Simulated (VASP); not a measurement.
# Rh in VASP: notebook

Runs on Rh. Level: PBE+D3(BJ). Tasks: single point.

Everything below comes from runs of VASP 6.6.1. Logs are shortened: lines on timing, memory, paths and dates and some standing lists are left out, and cuts for length are marked.

## 1. The cell of the first run

The cell holds a slab with vacuum, 12 atoms: a = 5.365 Å, b = 5.365 Å, c = 24.185 Å, α = 90.00°, β = 90.00°, γ = 120.00°.

## 2. Single point, PBE+D3(BJ)

The input, INCAR:

```
PREC = Accurate
ENCUT = 520
EDIFF = 1E-6
ISMEAR = 0
SIGMA = 0.1
LREAL = F
LASPH = T
NELM = 60
ALGO = Normal
ISIF = 2
LWAVE = F
LCHARG = F
LDIPOL = T
IDIPOL = 3
DIPOL = 0.5 0.5 0.420
GGA = PE
IVDW = 12
NBANDS = 102
```

The input, KPOINTS:

```
regular mesh
0
Gamma
  4 4 1
```

The input, POSCAR:

```
Rh
1.0
    5.3647950069      0.0000000000      0.0000000000
   -2.6823975034      4.6460487620      0.0000000000
    0.0000000000      0.0000000000     24.1850367805
Rh
12
Direct
    0.3333333333      0.1666666667      0.3307830405
    0.3333333333      0.6666666667      0.3307830405
    0.8333333333      0.1666666667      0.3307830405
    0.8333333333      0.6666666667      0.3307830405
    0.6664575749      0.3331031361      0.4197174735
    0.6666898251      0.8332340122      0.4198251129
    0.1668277991      0.3331343534      0.4197327780
    0.1668115072      0.8334349646      0.4197373187
    0.0002301454      0.4998361406      0.5090833915
   -0.0001894560     -0.0004150885      0.5086546759
    0.5003155659      0.5001634337      0.5086656052
    0.5002766573     -0.0003891562      0.5086515841
```

Potentials or basis: VASP PAW PBE potentials, release 64 (Rh_pv).

Started as:

```bash
$ cat potpaw_PBE.64/Rh_pv/POTCAR > POTCAR
$ mpirun -np 1 vasp_std > vasp.out
```

OUTCAR:

```text
PREC = Accurate
   ENCUT = 520
   EDIFF = 1E-6
   ISMEAR = 0
   LREAL = F
   LASPH = T
   NELM = 60
   ISIF = 2
   GGA = PE
   IVDW = 12
 IVDW          = 12

 ion  position               nearest neighbor table
   1  0.333  0.167  0.331-   7 2.65   5 2.65   8 2.65   2 2.68   2 2.68   4 2.68   4 2.68   3 2.68
                             3 2.68
   2  0.333  0.667  0.331-   8 2.65   7 2.65   6 2.65   1 2.68   1 2.68   3 2.68   3 2.68   4 2.68
                             4 2.68
   3  0.833  0.167  0.331-   5 2.65   7 2.65   6 2.65   4 2.68   4 2.68   2 2.68   2 2.68   1 2.68
                             1 2.68
   4  0.833  0.667  0.331-   5 2.65   8 2.65   6 2.65   3 2.68   3 2.68   1 2.68   1 2.68   2 2.68
                             2 2.68
   5  0.666  0.333  0.420-   1 2.65  11 2.65   3 2.65  12 2.65   4 2.65   9 2.66   7 2.68   8 2.68
                             6 2.68   6 2.68   8 2.68   7 2.68
   6  0.667  0.833  0.420-  12 2.65  10 2.65  11 2.65   4 2.65   2 2.65   3 2.65   8 2.68   7 2.68
                             5 2.68   5 2.68   7 2.68   8 2.68
   7  0.167  0.333  0.420-   1 2.65  10 2.65  11 2.65   3 2.65   2 2.65   9 2.66   5 2.68   8 2.68
                             6 2.68   6 2.68   8 2.68   5 2.68
   8  0.167  0.833  0.420-  10 2.65  12 2.65   1 2.65   2 2.65   4 2.65   9 2.66   5 2.68   7 2.68
                             6 2.68   6 2.68   7 2.68   5 2.68
   9  0.000  0.500  0.509-   7 2.66   8 2.66   5 2.66  12 2.68  11 2.68  10 2.68  10 2.68  11 2.68
                            12 2.68
  10  1.000  1.000  0.509-   6 2.65   8 2.65   7 2.65  11 2.68  12 2.68   9 2.68   9 2.68  12 2.68
                            11 2.69
  11  0.500  0.500  0.509-   6 2.65   5 2.65   7 2.65  10 2.68  12 2.68   9 2.68   9 2.68  12 2.69
                            10 2.69
  12  0.500  1.000  0.509-   6 2.65   8 2.65   5 2.65  11 2.68  10 2.68   9 2.68   9 2.68  10 2.68
                            11 2.69

  LATTYP: Found a hexagonal cell.
 ALAT       =     5.3647950069
 C/A-ratio  =     4.5081008220

  Lattice vectors:

 A1 = (   5.3647950069,   0.0000000000,   0.0000000000)
 A2 = (  -2.6823975034,   4.6460487620,   0.0000000000)
 A3 = (   0.0000000000,   0.0000000000,  24.1850367805)

Analysis of symmetry for initial positions (statically):
=====================================================================
 Subroutine PRICEL returns:
 Original cell was already a primitive cell.

 Routine SETGRP: Setting up the symmetry group for a
 hexagonal supercell.

 Subroutine GETGRP returns: Found  1 space group operations
 (whereof  1 operations were pure point group operations)
 out of a pool of 24 trial point group operations.

The static configuration has the point symmetry C_1 .

Analysis of symmetry for dynamics (positions and initial velocities):
=====================================================================
 Subroutine PRICEL returns:
 Original cell was already a primitive cell.

 Routine SETGRP: Setting up the symmetry group for a
 hexagonal supercell.

 Subroutine GETGRP returns: Found  1 space group operations
 (whereof  1 operations were pure point group operations)
 out of a pool of 24 trial point group operations.

The dynamic configuration has the point symmetry C_1 .

 Subroutine INISYM returns: Found  1 space group operations
 (whereof  1 operations are pure point group operations),
 and found     1 'primitive' translations

----------------------------------------------------------------------------------------

                                     Primitive cell

  volume of cell :     602.8144

  direct lattice vectors                    reciprocal lattice vectors
     5.364795007  0.000000000  0.000000000     0.186400412  0.107618328  0.000000000
    -2.682397503  4.646048762  0.000000000     0.000000000  0.215236656  0.000000000
     0.000000000  0.000000000 24.185036780     0.000000000  0.000000000  0.041347880

  length of vectors
     5.364795007  5.364795007 24.185036780     0.215236656  0.215236656  0.041347880

  position of ions in fractional coordinates (direct lattice)
     0.333333333  0.166666667  0.330783041
     0.333333333  0.666666667  0.330783041
     0.833333333  0.166666667  0.330783041
     0.833333333  0.666666667  0.330783041
     0.666457575  0.333103136  0.419717474
     0.666689825  0.833234012  0.419825113
     0.166827799  0.333134353  0.419732778
     0.166811507  0.833434965  0.419737319
     0.000230145  0.499836141  0.509083391
     0.999810544  0.999584912  0.508654676
     0.500315566  0.500163434  0.508665605
     0.500276657  0.999610844  0.508651584

  ion indices of the primitive-cell ions
   primitive index   ion index
                 1           1
                 2           2
                 3           3
                 4           4
                 5           5
                 6           6
                 7           7
                 8           8
                 9           9
                10          10
                11          11
                12          12

----------------------------------------------------------------------------------------

 KPOINTS: regular mesh

Automatic generation of k-mesh.
 Grid dimensions read from file:
 generate k-points for:    4    4    1

 Generating k-lattice:

  Cartesian coordinates                     Fractional coordinates (reciprocal lattice)
     0.046600103  0.026904582  0.000000000     0.250000000  0.000000000  0.000000000
     0.000000000  0.053809164  0.000000000     0.000000000  0.250000000  0.000000000
     0.000000000  0.000000000  0.041347880     0.000000000  0.000000000  1.000000000

  Length of vectors
     0.053809164  0.053809164  0.041347880

  Shift w.r.t. Gamma in fractional coordinates (k-lattice)
     0.000000000  0.000000000  0.000000000

 Subroutine IBZKPT returns following result:
 ===========================================

 Found     10 irreducible k-points:

 Following reciprocal coordinates:
            Coordinates               Weight
  0.000000  0.000000  0.000000      1.000000
  0.250000  0.000000  0.000000      2.000000
  0.000000  0.250000  0.000000      2.000000
 -0.250000  0.250000  0.000000      2.000000
  0.500000  0.000000  0.000000      1.000000
  0.000000  0.500000  0.000000      1.000000
  0.500000  0.500000  0.000000      1.000000
  0.250000  0.250000  0.000000      2.000000
 -0.250000  0.500000  0.000000      2.000000
  0.500000  0.250000  0.000000      2.000000
   k-points           NKPTS =     10   k-points in BZ     NKDIM =     10   number of bands    NBANDS=    102
   number of dos      NEDOS =    301   number of ions     NIONS =     12
   total plane-waves  NPLWV = 288000
   dimension x,y,z NGX =    40 NGY =   40 NGZ =  180
   dimension x,y,z NGXF=    80 NGYF=   80 NGZF=  360
   ions per type =              12
   NGX,Y,Z   is equivalent  to a cutoff of  12.40, 12.40, 12.37 a.u.
   NGXF,Y,Z  is equivalent  to a cutoff of  24.79, 24.79, 24.75 a.u.
 SYSTEM =  unknown system
   PREC   = accura    normal or accurate (medium, high low for compatibility)
   ISTART =      0    job   : 0-new  1-cont  2-samecut
   ICHARG =      2    charge: 1-file 2-atom 10-const
   ISPIN  =      1    spin polarized calculation?
   LNONCOLLINEAR =      F non collinear calculations
   LSORBIT =      F    spin-orbit coupling
   LASPH  =      T    aspherical Exc in radial PAW
   ENCUT  =  520.0 eV  38.22 Ry    6.18 a.u.   9.97  9.97 44.97*2*pi/ulx,y,z
   NELM   =     60;   NELMIN=  2; NELMDL= -5     # of ELM steps
   EDIFF  = 0.1E-05   stopping-criterion for ELM
   LREAL  =      F    real-space projection
   EDIFFG = 0.1E-04   stopping-criterion for IOM
   NSW    =      0    number of steps for IOM
   IBRION =     -1    ionic relax: 0-MD 1-quasi-New 2-CG
   NFREE  =      0    steps in history (QN), initial steepest desc. (CG)
   ISIF   =      2    stress and relaxation
   ISYM   =      2    0-nonsym 1-usesym 2-fastsym
   POTIM  = 0.5000    time-step for ionic-motion
   TEBEG  =    0.0;   TEEND  =   0.0 temperature during run
   PSTRESS=    0.0 pullay stress
   NELECT =     180.0000    total number of electrons
   NUPDOWN=      -1.0000    fix difference up-down
   EMIN   =  10.00;   EMAX   =-10.00  energy-range for DOS
   EFERMI =   0.00;   METHOD = LEGACY
   ISMEAR =     0;   SIGMA  =   0.10  broadening in eV -4-tet -1-fermi 0-gaus
   EFERMI_NEDOS =   21; number of points for ismear=-14 and -15
   IALGO  =     38    algorithm
   IMIX   =      4    mixing-type and parameters
     AMIX     =   0.40;   BMIX     =  1.00
     AMIX_MAG =   1.60;   BMIX_MAG =  1.00
  volume/ion in A,a.u.               =      50.23       339.00
  Fermi-wavevector in a.u.,A,eV,Ry     =   1.094220  2.067775 16.290477  1.197316
  Thomas-Fermi vector in A             =   2.230520
   LORBIT       =      0    0 simple, 1 ext, 2 COOP (PROOUT), +10 PAW based schemes
   GGA     = PE    functional components
   LHFCALC =     F    Hartree Fock is set to
   AEXX    =    0.0000 exact exchange contribution
   IVDW    =    12    specifies the selected vdW correction
   LEPSILON=     F    determine dielectric tensor
   LRPA    =     F    only Hartree local field effects (RPA)
 non-spin polarized calculation
 Gauss-broadening in eV      SIGMA  =   0.10
  energy-cutoff  :      520.00
  volume of cell :      602.81
 maximum number of plane-waves:     16294
   NGX = 19   NGY = 19   NGZ = 89

 dipolmoment           0.000000      0.000000     -0.000988 electrons x Angstroem

 number of electron     180.0000003 magnetization

 dipolmoment           0.000000      0.000000      0.000017 electrons x Angstroem

 Free energy of the ion-electron system (eV)
  ---------------------------------------------------
  ext. energy  EPLUGINS =         0.00000000
  ---------------------------------------------------
  free energy    TOTEN  =       -80.79531379 eV

  energy without entropy =      -80.66113354  energy(sigma->0) =      -80.72822367

 E-fermi :  -0.4190     XC(G=0):  -4.6135

 val. band max:       -0.4532241409   @ k =   0.0000   0.2500   0.0000
 cond. band min:      -0.3969395448   @ k =   0.5000   0.2500   0.0000
 fundamental gap:      0.0562845960
 Fermi energy:        -0.4189983669

 k-point     1 :       0.0000    0.0000    0.0000
  band No.  band energies     occupation
      1     -47.5441      2.00000
      2     -47.5437      2.00000
      3     -47.5397      2.00000
      4     -47.4734      2.00000
      5     -47.4029      2.00000
      6     -47.3975      2.00000
[... 94 lines left out ...]
    101       1.5802      0.00000
    102       1.5819      0.00000

 k-point     2 :       0.2500    0.0000    0.0000
  band No.  band energies     occupation
      1     -47.4984      2.00000
      2     -47.4954      2.00000
      3     -47.4595      2.00000
      4     -47.4529      2.00000
      5     -47.3912      2.00000
      6     -47.3831      2.00000
[... 829 lines left out ...]
    101       0.8827      0.00000
    102       0.8843      0.00000

 k-point    10 :       0.5000    0.2500    0.0000
  band No.  band energies     occupation
      1     -47.4377      2.00000
      2     -47.4209      2.00000
      3     -47.3885      2.00000
      4     -47.3838      2.00000
      5     -47.3693      2.00000
      6     -47.3677      2.00000
[... 94 lines left out ...]
    101       0.8825      0.00000
    102       0.8845      0.00000

------------------------ aborting loop because EDIFF is reached ----------------------------------------

 vacuum level on the upper side and lower side of the slab       (xc-potential included)        -0.173        -0.173

 Edisp (eV)   -5.19602

 E8    (eV) :    -2.4462

  FORCE on cell =-STRESS in cart. coord.  units (eV):
  Direction    XX          YY          ZZ          XY          YZ          ZX
  --------------------------------------------------------------------------------------
  -------------------------------------------------------------------------------------
  Total      -6.77046    -6.78324    -0.13756    -0.00928     0.01640    -0.02419
  in kB     -17.99472   -18.02870    -0.36562    -0.02466     0.04360    -0.06430
  external pressure =      -12.13 kB  Pullay stress =        0.00 kB

 VOLUME and BASIS-vectors are now :
 -----------------------------------------------------------------------------
  energy-cutoff  :      520.00
  volume of cell :      602.81
      direct lattice vectors                 reciprocal lattice vectors
     5.364795007  0.000000000  0.000000000     0.186400412  0.107618328  0.000000000
    -2.682397503  4.646048762  0.000000000     0.000000000  0.215236656  0.000000000
     0.000000000  0.000000000 24.185036780     0.000000000  0.000000000  0.041347880

 POSITION                                       TOTAL-FORCE (eV/Angst)
 -----------------------------------------------------------------------------------
      1.34120      0.77434      8.00000         0.000252     -0.001476     -0.009691
     -0.00000      3.09737      8.00000        -0.000501     -0.001765      0.001126
      4.02360      0.77434      8.00000         0.001407      0.000281      0.000849
      2.68240      3.09737      8.00000         0.002102     -0.001147      0.001025
      2.68189      1.54761     10.15088         0.032095      0.018767      0.023134
      1.34159      3.87125     10.15349         0.002937      0.000131     -0.030748
      0.00140      1.54776     10.15125        -0.029515      0.015442      0.018992
     -1.34069      3.87218     10.15136        -0.000647     -0.033890      0.016352
     -1.33952      2.32226     12.31220        -0.005597     -0.002425     -0.083310
      2.68249      4.64412     12.30183         0.016581      0.014668      0.021562
      1.34245      2.32378     12.30210         0.000453     -0.023941      0.018635
      0.00253      4.64424     12.30176        -0.019566      0.015355      0.022074
 -----------------------------------------------------------------------------------
    total drift:                               -0.000118      0.000067      0.000649

  FREE ENERGIE OF THE ION-ELECTRON SYSTEM (eV)
  ---------------------------------------------------
  free  energy   TOTEN  =       -85.9913296270 eV

  energy  without entropy=      -85.8571493760  energy(sigma->0) =      -85.92423950

 vacuum level on the upper side and lower side of the slab         4.528         4.527
```

It took 29 min on 1 thread of Intel Xeon Platinum 8259CL at 2.50GHz (Skylake/Cascade Lake), shared host; peak memory 0.81 GiB.

What came out:

* Free energy: -85.9913 eV
* Largest force: 0.084 eV/Å
* Band gap on the k mesh: zero (bands 90 and 91 overlap by 0.77 eV)
* Dispersion energy per atom: -0.433 eV

Forces in eV/Å, atoms in the order of the input:
```
Rh   0.000 -0.001 -0.010
Rh  -0.001 -0.002  0.001
Rh   0.001  0.000  0.001
Rh   0.002 -0.001  0.001
Rh   0.032  0.019  0.023
Rh   0.003  0.000 -0.031
Rh  -0.030  0.015  0.019
Rh  -0.001 -0.034  0.016
Rh  -0.006 -0.002 -0.083
Rh   0.017  0.015  0.022
Rh   0.000 -0.024  0.019
Rh  -0.020  0.015  0.022
```

## 3. Single point, PBE+D3(BJ)

This run uses another cell than the first one.

The input, INCAR:

```
  PREC = Accurate
  ENCUT = 520
  EDIFF = 1E-6
  ISMEAR = 0
  SIGMA = 0.1
  LREAL = F
  LASPH = T
  NELM = 60
  ALGO = Normal
  ISIF = 2
  LWAVE = F
  LCHARG = T
  LDIPOL = T
  IDIPOL = 3
  DIPOL = 0.5 0.5 0.498
  GGA = PE
  IVDW = 12
  LELF = T
  LVHAR = T
  LVACPOTAV = T
  NBANDS = 102
```

KPOINTS is that of step 2.

The input, POSCAR:

```
Rh
1.0
    5.3647950047      0.0000000000      0.0000000000
   -2.6823975023      4.6460487602      0.0000000000
    0.0000000000      0.0000000000     20.3803367787
Rh
12
Direct
    0.3333333333      0.1666666667      0.3925352209
    0.3333333333      0.6666666667      0.3925352209
    0.8333333333      0.1666666667      0.3925352209
    0.8333333333      0.6666666667      0.3925352209
    0.6666666667      0.3333333333      0.4980918736
    0.6666666667      0.8333333333      0.4980918736
    0.1666666667      0.3333333333      0.4980918736
    0.1666666667      0.8333333333      0.4980918736
    0.0000000000      0.5000000000      0.6036375219
    0.0000000000      0.0000000000      0.6036375219
    0.5000000000      0.5000000000      0.6036375219
    0.5000000000      0.0000000000      0.6036375219
```

Potentials or basis: VASP PAW PBE potentials, release 64 (Rh_pv).

Started as:

```bash
$ cat potpaw_PBE.64/Rh_pv/POTCAR > POTCAR
$ mpirun -np 1 vasp_std > vasp.out
```

It took 15 min on 1 thread of Intel Xeon 8259CL, shared host; peak memory 0.6 GiB.

It converged, with:

```yaml
Free_energy: -85.9935 eV
Largest_force: 0.009 eV/Å
Band_gap_on_the_k_mesh: zero (bands 90 and 91 overlap by 0.76 eV)
Dispersion_energy_per_atom: -0.434 eV
```

Forces on the atoms (eV/Å):
```
Rh   0.000  0.000 -0.007
Rh   0.000  0.000 -0.007
Rh   0.000  0.000 -0.007
Rh   0.000  0.000 -0.007
Rh   0.000  0.000 -0.002
Rh   0.000  0.000 -0.002
Rh   0.000  0.000 -0.002
Rh   0.000  0.000 -0.002
Rh   0.000  0.000  0.009
Rh   0.000  0.000  0.009
Rh   0.000  0.000  0.009
Rh   0.000  0.000  0.009
```

Levels at points of the mesh, in eV from the Fermi level:
```csv
k point,band 86,band 87,band 88,band 89,band 90,band 91,band 92,band 93,band 94,band 95
"(0.00, 0.00, 0.00)",0.27,0.27,0.27,0.41,0.41,0.62,0.62,0.62,0.94,0.94
"(0.50, 0.00, 0.00)",-0.99,-0.85,-0.85,-0.42,-0.42,-0.36,-0.36,-0.05,-0.05,0.27
```
